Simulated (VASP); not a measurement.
Set up this calculation in VASP 6.6.1, as the native input.

| Quantity | Value |
| --- | --- |
| Task | single point |
| Functional | PBEsol-based global hybrid with 25 % exact exchange |
| Potentials or basis | VASP PAW PBE potentials, release 64 (Cd, S) |
| Cutoff | 400 eV |
| k mesh | 4 × 4 × 4 |
| Occupations | fermi-dirac, width 0.05 eV |
| Spin | no spin polarisation |
| Dipole correction | no |
| Grid for exact exchange (PRECFOCK) | Normal |
| Share of exact exchange | 0.25 |
| Further INCAR settings | ALGO = Normal; EDIFF = 1e-06; NBANDS = 16 |

The system is CdS.

```
CELL_PARAMETERS angstrom
0.00000 2.91650 2.91650
2.91650 0.00000 2.91650
2.91650 2.91650 0.00000
ATOMIC_POSITIONS crystal
Cd 0.00000 0.00000 0.00000
S 0.75000 0.75000 0.75000
```

One way to write it, as run:

POSCAR

```
CdS
1.0
    0.0000000000      2.9165000000      2.9165000000
    2.9165000000      0.0000000000      2.9165000000
    2.9165000000      2.9165000000      0.0000000000
Cd S
1 1
Direct
    0.0000000000      0.0000000000      0.0000000000
    0.7500000000      0.7500000000      0.7500000000
```

INCAR.step1

```
PREC = Accurate
ENCUT = 400
EDIFF = 1E-5
ISMEAR = -1
SIGMA = 0.05
LREAL = False
LASPH = True
NELM = 120
ALGO = Normal
ISIF = 2
LWAVE = True
GGA = PE
NBANDS = 16
GGA_COMPAT = False
```

INCAR.step2

```
PREC = Accurate
ENCUT = 400
EDIFF = 1E-6
ISMEAR = -1
SIGMA = 0.05
LREAL = False
LASPH = True
NELM = 120
ALGO = Normal
ISIF = 2
LWAVE = False
LCHARG = True
GGA = PS
LHFCALC = True
AEXX = 0.25
PRECFOCK = Normal
LELF = True
LVHAR = True
ISTART = 1
NBANDS = 16
GGA_COMPAT = False
```

KPOINTS

```
Automatic mesh
0
Gamma
  4 4 4
```

Potentials or basis: VASP PAW PBE potentials, release 64 (Cd, S).

Launch:

```sh
$ cat potpaw_PBE.64/Cd/POTCAR potpaw_PBE.64/S/POTCAR > POTCAR
$ cp INCAR.step1 INCAR
$ mpirun -np 1 vasp_std > vasp.out
$ cp INCAR.step2 INCAR
$ mpirun -np 1 vasp_std > vasp.out
```

Results of the run:

| Item | Value |
| --- | --- |
| Pressure | -0.7 GPa |
| Band gap on the k mesh | 2.76 eV |

Caveat: the k points lie up to 0.47 Å⁻¹ apart; the PAW data sets were made with another functional, which shifts forces and pressure a little.

Wall time 2.1 min on 1 thread of Intel(R) Xeon(R) 6975P-C (Granite Rapids), on a shared host, peak memory 0.15 GiB.
